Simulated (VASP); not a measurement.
# SiC (P6_3mc) in VASP: a series of runs

Runs on SiC. Level: PBE. Tasks: single point.

Everything below comes from runs of VASP 6.6.1. Logs are shortened: lines on timing, memory, paths and dates and some standing lists are left out, and cuts for length are marked.

### 1 The cell of the first run

The structure is hexagonal, space group P6_3mc (No. 186). The conventional cell has a = 3.034 Å, b = 3.034 Å, c = 9.935 Å, α = 90.00°, β = 90.00°, γ = 120.00°. Si (site symmetry 3m) has 4 C at 1.86 Å within 2.5 Å. Si (site symmetry 3m) has 4 C at 1.86 to 1.87 Å within 2.5 Å. Within 2.5 Å of C (site symmetry 3m) lie 4 Si at 1.86 Å. Within 2.5 Å of C (site symmetry 3m) lie 4 Si at 1.86 to 1.87 Å.

### 2 Single point, PBE

Contents of INCAR:

```
  PREC = Accurate
  ENCUT = 520
  EDIFF = 1E-6
  ISMEAR = -1
  SIGMA = 0.05
  LREAL = F
  LASPH = T
  NELM = 80
  ALGO = Normal
  ISIF = 2
  LWAVE = F
  LCHARG = T
  GGA = PE
  LELF = T
  LVHAR = T
  NBANDS = 26
```

Contents of KPOINTS:

```
regular mesh
0
Gamma
  10 10 3
```

Contents of POSCAR:

```
SiC
1.0
    3.0341256196      0.0000000000      0.0000000000
   -1.5170628097      2.6276298648      0.0000000000
    0.0000000000      0.0000000000      9.9345399781
Si C
4 4
Direct
    0.0000000000      0.0000000000      0.1878943800
    0.0000000000      0.0000000000      0.6878943800
    0.3333333333      0.6666666667      0.4378419800
    0.6666666667      0.3333333333      0.9378419800
    0.0000000000      0.0000000000      0.0004600500
    0.0000000000      0.0000000000      0.5004600500
    0.3333333333      0.6666666667      0.2498025900
    0.6666666667      0.3333333333      0.7498025900
```

Potentials or basis: VASP PAW PBE potentials, release 64 (Si, C).

The run is started by

```bash
$ cat potpaw_PBE.64/Si/POTCAR potpaw_PBE.64/C/POTCAR > POTCAR
$ mpirun -np 1 vasp_std > vasp.out
```

OUTCAR:

```text
PREC = Accurate
   ENCUT = 520
   EDIFF = 1E-6
   ISMEAR = -1
   LREAL = F
   LASPH = T
   NELM = 80
   ISIF = 2
   GGA = PE

 ion  position               nearest neighbor table
   1  0.000  0.000  0.188-   7 1.86   7 1.86   7 1.86   5 1.86   3 3.04   3 3.04   3 3.04   4 3.04
                             4 3.04   4 3.04
   2  0.000  0.000  0.688-   8 1.86   8 1.86   8 1.86   6 1.86   4 3.04   4 3.04   4 3.04   3 3.04
                             3 3.04   3 3.04
   3  0.333  0.667  0.438-   6 1.86   6 1.86   6 1.86   7 1.87   1 3.04   1 3.04   1 3.04   2 3.04
                             2 3.04   2 3.04
   4  0.667  0.333  0.938-   5 1.86   5 1.86   5 1.86   8 1.87   2 3.04   2 3.04   2 3.04   1 3.04
                             1 3.04   1 3.04
   5  0.000  0.000  0.000-   4 1.86   4 1.86   4 1.86   1 1.86
   6  0.000  0.000  0.500-   3 1.86   3 1.86   3 1.86   2 1.86
   7  0.333  0.667  0.250-   1 1.86   1 1.86   1 1.86   3 1.87
   8  0.667  0.333  0.750-   2 1.86   2 1.86   2 1.86   4 1.87

  LATTYP: Found a hexagonal cell.
 ALAT       =     3.0341256196
 C/A-ratio  =     3.2742678530

  Lattice vectors:

 A1 = (   3.0341256196,   0.0000000000,   0.0000000000)
 A2 = (  -1.5170628097,   2.6276298648,   0.0000000000)
 A3 = (   0.0000000000,   0.0000000000,   9.9345399781)

Analysis of symmetry for initial positions (statically):
=====================================================================
 Subroutine PRICEL returns:
 Original cell was already a primitive cell.

 Routine SETGRP: Setting up the symmetry group for a
 hexagonal supercell.

 Subroutine GETGRP returns: Found 12 space group operations
 (whereof  6 operations were pure point group operations)
 out of a pool of 24 trial point group operations.

The static configuration has the point symmetry C_3v.
 The point group associated with its full space group is C_6v.

Analysis of symmetry for dynamics (positions and initial velocities):
=====================================================================
 Subroutine PRICEL returns:
 Original cell was already a primitive cell.

 Routine SETGRP: Setting up the symmetry group for a
 hexagonal supercell.

 Subroutine GETGRP returns: Found 12 space group operations
 (whereof  6 operations were pure point group operations)
 out of a pool of 24 trial point group operations.

The dynamic configuration has the point symmetry C_3v.
 The point group associated with its full space group is C_6v.

 Subroutine INISYM returns: Found 12 space group operations
 (whereof  6 operations are pure point group operations),
 and found     1 'primitive' translations

----------------------------------------------------------------------------------------

                                     Primitive cell

  volume of cell :      79.2037

  direct lattice vectors                    reciprocal lattice vectors
     3.034125620  0.000000000  0.000000000     0.329584244  0.190285552  0.000000000
    -1.517062810  2.627629865  0.000000000     0.000000000  0.380571105  0.000000000
     0.000000000  0.000000000  9.934539978     0.000000000  0.000000000  0.100658913

  length of vectors
     3.034125620  3.034125620  9.934539978     0.380571105  0.380571105  0.100658913

  position of ions in fractional coordinates (direct lattice)
     0.000000000  0.000000000  0.187894380
     0.000000000  0.000000000  0.687894380
     0.333333333  0.666666667  0.437841980
     0.666666667  0.333333333  0.937841980
     0.000000000  0.000000000  0.000460050
     0.000000000  0.000000000  0.500460050
     0.333333333  0.666666667  0.249802590
     0.666666667  0.333333333  0.749802590

  ion indices of the primitive-cell ions
   primitive index   ion index
                 1           1
                 2           2
                 3           3
                 4           4
                 5           5
                 6           6
                 7           7
                 8           8

----------------------------------------------------------------------------------------

 KPOINTS: regular mesh

Automatic generation of k-mesh.
 Grid dimensions read from file:
 generate k-points for:   10   10    3

 Generating k-lattice:

  Cartesian coordinates                     Fractional coordinates (reciprocal lattice)
     0.032958424  0.019028555  0.000000000     0.100000000  0.000000000  0.000000000
     0.000000000  0.038057110  0.000000000     0.000000000  0.100000000  0.000000000
     0.000000000  0.000000000  0.033552971     0.000000000  0.000000000  0.333333333

  Length of vectors
     0.038057110  0.038057110  0.033552971

  Shift w.r.t. Gamma in fractional coordinates (k-lattice)
     0.000000000  0.000000000  0.000000000

 Subroutine IBZKPT returns following result:
 ===========================================

 Found     28 irreducible k-points:

 Following reciprocal coordinates:
            Coordinates               Weight
  0.000000  0.000000  0.000000      1.000000
  0.100000  0.000000  0.000000      6.000000
  0.200000  0.000000  0.000000      6.000000
  0.300000  0.000000  0.000000      6.000000
  0.400000  0.000000  0.000000      6.000000
  0.500000  0.000000  0.000000      3.000000
[... 16 lines left out ...]
  0.300000  0.100000  0.333333     24.000000
  0.400000  0.100000  0.333333     24.000000
 [... further k-points ...]
   k-points           NKPTS =     28   k-points in BZ     NKDIM =     28   number of bands    NBANDS=     26
   number of dos      NEDOS =    301   number of ions     NIONS =      8
   total plane-waves  NPLWV =  46080
   dimension x,y,z NGX =    24 NGY =   24 NGZ =   80
   dimension x,y,z NGXF=    48 NGYF=   48 NGZF=  160
   ions per type =               4   4
   NGX,Y,Z   is equivalent  to a cutoff of  13.15, 13.15, 13.39 a.u.
   NGXF,Y,Z  is equivalent  to a cutoff of  26.30, 26.30, 26.77 a.u.
 SYSTEM =  unknown system
   PREC   = accura    normal or accurate (medium, high low for compatibility)
   ISTART =      0    job   : 0-new  1-cont  2-samecut
   ICHARG =      2    charge: 1-file 2-atom 10-const
   ISPIN  =      1    spin polarized calculation?
   LNONCOLLINEAR =      F non collinear calculations
   LSORBIT =      F    spin-orbit coupling
   LASPH  =      T    aspherical Exc in radial PAW
   ENCUT  =  520.0 eV  38.22 Ry    6.18 a.u.   5.64  5.64 18.47*2*pi/ulx,y,z
   NELM   =     80;   NELMIN=  2; NELMDL= -5     # of ELM steps
   EDIFF  = 0.1E-05   stopping-criterion for ELM
   LREAL  =      F    real-space projection
   EDIFFG = 0.1E-04   stopping-criterion for IOM
   NSW    =      0    number of steps for IOM
   IBRION =     -1    ionic relax: 0-MD 1-quasi-New 2-CG
   NFREE  =      0    steps in history (QN), initial steepest desc. (CG)
   ISIF   =      2    stress and relaxation
   ISYM   =      2    0-nonsym 1-usesym 2-fastsym
   POTIM  = 0.5000    time-step for ionic-motion
   TEBEG  =    0.0;   TEEND  =   0.0 temperature during run
   PSTRESS=    0.0 pullay stress
   NELECT =      32.0000    total number of electrons
   NUPDOWN=      -1.0000    fix difference up-down
   EMIN   =  10.00;   EMAX   =-10.00  energy-range for DOS
   EFERMI =   0.00;   METHOD = LEGACY
   ISMEAR =    -1;   SIGMA  =   0.05  broadening in eV -4-tet -1-fermi 0-gaus
   EFERMI_NEDOS =   21; number of points for ismear=-14 and -15
   IALGO  =     38    algorithm
   IMIX   =      4    mixing-type and parameters
     AMIX     =   0.40;   BMIX     =  1.00
     AMIX_MAG =   1.60;   BMIX_MAG =  1.00
  volume/ion in A,a.u.               =       9.90        66.81
  Fermi-wavevector in a.u.,A,eV,Ry     =   1.210253  2.287047 19.928635  1.464713
  Thomas-Fermi vector in A             =   2.345806
   LORBIT       =      0    0 simple, 1 ext, 2 COOP (PROOUT), +10 PAW based schemes
   GGA     = PE    functional components
   LHFCALC =     F    Hartree Fock is set to
   AEXX    =    0.0000 exact exchange contribution
   IVDW    =     0    specifies the selected vdW correction
   LEPSILON=     F    determine dielectric tensor
   LRPA    =     F    only Hartree local field effects (RPA)
 non-spin polarized calculation
  energy-cutoff  :      520.00
  volume of cell :       79.20
 maximum number of plane-waves:      2161
 NGX is ok and might be reduce to    24
   NGX = 11   NGY = 11   NGZ = 37

 number of electron      31.9999998 magnetization

 Free energy of the ion-electron system (eV)
  ---------------------------------------------------
  ext. energy  EPLUGINS =         0.00000000
  ---------------------------------------------------
  free energy    TOTEN  =       -60.05020949 eV

  energy without entropy =      -60.05020949  energy(sigma->0) =      -60.05020949

 E-fermi :   9.6711     XC(G=0): -11.5466

 val. band max:        8.6788141013   @ k =   0.0000   0.0000   0.0000
 cond. band min:      10.9099483776   @ k =   0.5000   0.0000   0.0000
 fundamental gap:      2.2311342763
 Fermi energy:         9.6710908163

 k-point     1 :       0.0000    0.0000    0.0000
  band No.  band energies     occupation
      1      -7.1548      2.00000
      2      -5.9359      2.00000
      3      -5.8961      2.00000
      4      -3.4233      2.00000
      5      -0.1821      2.00000
      6       4.2135      2.00000
[... 18 lines left out ...]
     25      16.3979      0.00000
     26      16.9786      0.00000

 k-point     2 :       0.1000    0.0000    0.0000
  band No.  band energies     occupation
      1      -6.9751      2.00000
      2      -5.7621      2.00000
      3      -5.7215      2.00000
      4      -3.2721      2.00000
      5      -0.0149      2.00000
      6       4.2697      2.00000
[... 18 lines left out ...]
     25      16.5254      0.00000
     26      16.8368      0.00000

 k-point     3 :       0.2000    0.0000    0.0000
  band No.  band energies     occupation
      1      -6.4424      2.00000
      2      -5.2497      2.00000
      3      -5.2061      2.00000
      4      -2.8393      2.00000
      5       0.4669      2.00000
      6       4.0447      2.00000
[... 18 lines left out ...]
     25      17.1562      0.00000
     26      17.4850      0.00000

 k-point     4 :       0.3000    0.0000    0.0000
  band No.  band energies     occupation
      1      -5.5813      2.00000
      2      -4.4358      2.00000
      3      -4.3847      2.00000
      4      -2.2258      2.00000
      5       1.1148      2.00000
      6       2.3910      2.00000
[... 18 lines left out ...]
     25      17.5750      0.00000
     26      18.0480      0.00000

 k-point     5 :       0.4000    0.0000    0.0000
  band No.  band energies     occupation
      1      -4.4679      2.00000
      2      -3.4604      2.00000
      3      -3.3822      2.00000
      4      -1.8482      2.00000
      5       0.6420      2.00000
      6       1.0542      2.00000
[... 18 lines left out ...]
     25      17.7925      0.00000
     26      18.3209      0.00000

 k-point     6 :       0.5000    0.0000    0.0000
  band No.  band energies     occupation
      1      -3.5845      2.00000
      2      -3.0365      2.00000
      3      -2.7693      2.00000
      4      -2.0232      2.00000
      5      -0.0857      2.00000
      6       0.2445      2.00000
[... 427 lines left out ...]
 k-point    21 :       0.1000    0.1000    0.3333
  band No.  band energies     occupation
      1      -6.4800      2.00000
      2      -6.0680      2.00000
      3      -4.5096      2.00000
      4      -3.5332      2.00000
      5       1.0639      2.00000
      6       2.6052      2.00000
[... 18 lines left out ...]
     25      17.1054      0.00000
     26      17.1797      0.00000

 k-point    22 :       0.2000    0.1000    0.3333
  band No.  band energies     occupation
      1      -5.7846      2.00000
      2      -5.3819      2.00000
      3      -3.8726      2.00000
      4      -2.9502      2.00000
      5       1.5181      2.00000
      6       2.6294      2.00000
[... 18 lines left out ...]
     25      17.3965      0.00000
     26      17.6252      0.00000

 k-point    23 :       0.3000    0.1000    0.3333
  band No.  band energies     occupation
      1      -4.7937      2.00000
      2      -4.4132      2.00000
      3      -3.0317      2.00000
      4      -2.2599      2.00000
      5       1.2528      2.00000
      6       1.5341      2.00000
[... 18 lines left out ...]
     25      17.2594      0.00000
     26      18.3222      0.00000

 k-point    24 :       0.4000    0.1000    0.3333
  band No.  band energies     occupation
      1      -3.6802      2.00000
      2      -3.3779      2.00000
      3      -2.4390      2.00000
      4      -2.0569      2.00000
      5       0.3460      2.00000
      6       0.7287      2.00000
[... 18 lines left out ...]
     25      16.9291      0.00000
     26      17.8068      0.00000

 [... further k-points ...]
[... 5 lines left out ...]
  --------------------------------------------------------------------------------------
  -------------------------------------------------------------------------------------
  Total        6.9284621      6.9284621      6.7870509      0.0000000      0.0000000      0.0000000
  in kB      140.1528456    140.1528456    137.2923005      0.0000000      0.0000000      0.0000000
  external PRESSURE =     139.1993306 kB  Pullay stress =       0.0000000 kB

 VOLUME and BASIS-vectors are now :
 -----------------------------------------------------------------------------
  energy-cutoff  :      520.00
  volume of cell :       79.20
      direct lattice vectors                 reciprocal lattice vectors
     3.034125620  0.000000000  0.000000000     0.329584244  0.190285552  0.000000000
    -1.517062810  2.627629865  0.000000000     0.000000000  0.380571105  0.000000000
     0.000000000  0.000000000  9.934539978     0.000000000  0.000000000  0.100658913

 POSITION                                       TOTAL-FORCE (eV/Angst)
 -----------------------------------------------------------------------------------
      0.00000      0.00000      1.86664         0.000000      0.000000      0.008397
      0.00000      0.00000      6.83391        -0.000000     -0.000000      0.008397
     -0.00000      1.75175      4.34976        -0.000000     -0.000000     -0.019135
      1.51706      0.87588      9.31703        -0.000000      0.000000     -0.019135
      0.00000      0.00000      0.00457        -0.000000      0.000000     -0.001895
      0.00000      0.00000      4.97184         0.000000      0.000000     -0.001895
     -0.00000      1.75175      2.48167         0.000000      0.000000      0.012633
      1.51706      0.87588      7.44894        -0.000000      0.000000      0.012633
 -----------------------------------------------------------------------------------
    total drift:                               -0.000000     -0.000000      0.000271

  FREE ENERGIE OF THE ION-ELECTRON SYSTEM (eV)
  ---------------------------------------------------
  free  energy   TOTEN  =       -60.0502094936 eV

  energy  without entropy=      -60.0502094936  energy(sigma->0) =      -60.05020949
```

Run time: 21 s. Hardware: 1 thread of Intel Xeon 6975P-C (Granite Rapids), shared host; peak memory 0.21 GiB.

What came out:

```
Free energy            : -60.0502 eV
Pressure               : 13.9 GPa
Largest force          : 0.019 eV/Å
Band gap on the k mesh : 2.23 eV, indirect (least direct gap 3.36 eV)
```

Forces in eV/Å, atoms in the order of the input:
```
Si   0.000  0.000  0.008
Si   0.000  0.000  0.008
Si   0.000  0.000 -0.019
Si   0.000  0.000 -0.019
C    0.000  0.000 -0.002
C    0.000  0.000 -0.002
C    0.000  0.000  0.013
C    0.000  0.000  0.013
```

Levels at points of the mesh, in eV from the valence-band top:
| k point | band 13 | band 14 | band 15 | band 16 | band 17 | band 18 | band 19 | band 20 |
| --- | --- | --- | --- | --- | --- | --- | --- | --- |
| (0.00, 0.00, 0.00) | -0.59 | -0.05 | 0.00 | 0.00 | 5.47 | 6.05 | 6.71 | 6.79 |
| (0.50, 0.00, 0.00) | -2.41 | -2.26 | -1.61 | -1.13 | 2.23 | 2.39 | 4.35 | 5.00 |

A k mesh can miss the band edges.

### 3 Single point, PBE

This run uses another cell than the first one, of 10.11 Å³/atom, 1.021 times its volume.

Contents of INCAR:

```
SYSTEM = SiC
ALGO = Normal
EDIFF = 1E-6
ENCUT = 520
GGA = PE
ISIF = 2
ISMEAR = -1
LASPH = .TRUE.
LCHARG = .FALSE.
LREAL = .FALSE.
LWAVE = .FALSE.
NBANDS = 26
NELM = 100
PREC = Accurate
SIGMA = 0.05
```

Contents of KPOINTS:

```
k-points
0
G
  10 10 3
  0 0 0
```

Edit POSCAR of step 2 so:

```diff
@@ -2,5 +2,5 @@
 1.0
-    3.0341256196      0.0000000000      0.0000000000
-   -1.5170628097      2.6276298648      0.0000000000
-    0.0000000000      0.0000000000      9.9345399781
+    3.0550512851      0.0000000000      0.0000000000
+   -1.5275256425      2.6457520228      0.0000000000
+    0.0000000000      0.0000000000     10.0030562121
 Si C
```

Potentials or basis: VASP PAW PBE potentials, release 64 (Si, C).

The run is started by

```bash
$ cat potpaw_PBE.64/Si/POTCAR potpaw_PBE.64/C/POTCAR > POTCAR
$ mpirun -np 1 vasp_std > vasp.out
```

Run time: 21 s. Hardware: 1 thread of Intel Xeon 6975P-C (Granite Rapids), shared host; peak memory 0.21 GiB.

The run converged. Its results:

| Item | Value |
| --- | --- |
| Free energy | -60.1665 eV |
| Pressure | 8.6 GPa |
| Largest force | 0.012 eV/Å |
| Band gap on the k mesh | 2.23 eV, indirect (least direct gap 3.36 eV) |

Forces on the atoms (eV/Å):
```
Si   0.000  0.000  0.005
Si   0.000  0.000  0.005
Si   0.000  0.000 -0.012
Si   0.000  0.000 -0.012
C    0.000  0.000 -0.002
C    0.000  0.000 -0.002
C    0.000  0.000  0.009
C    0.000  0.000  0.009
```

Stress tensor (GPa, compression positive):
```
8.72 0.00 0.00
0.00 8.72 0.00
0.00 0.00 8.51
```

Levels at points of the mesh, in eV from the valence-band top:
| k point | band 14 | band 15 | band 16 | band 17 | band 18 | band 19 |
| --- | --- | --- | --- | --- | --- | --- |
| (0.00, 0.00, 0.00) | -0.05 | 0.00 | 0.00 | 5.29 | 5.87 | 6.52 |
| (0.50, 0.00, 0.00) | -2.24 | -1.59 | -1.13 | 2.23 | 2.37 | 4.29 |
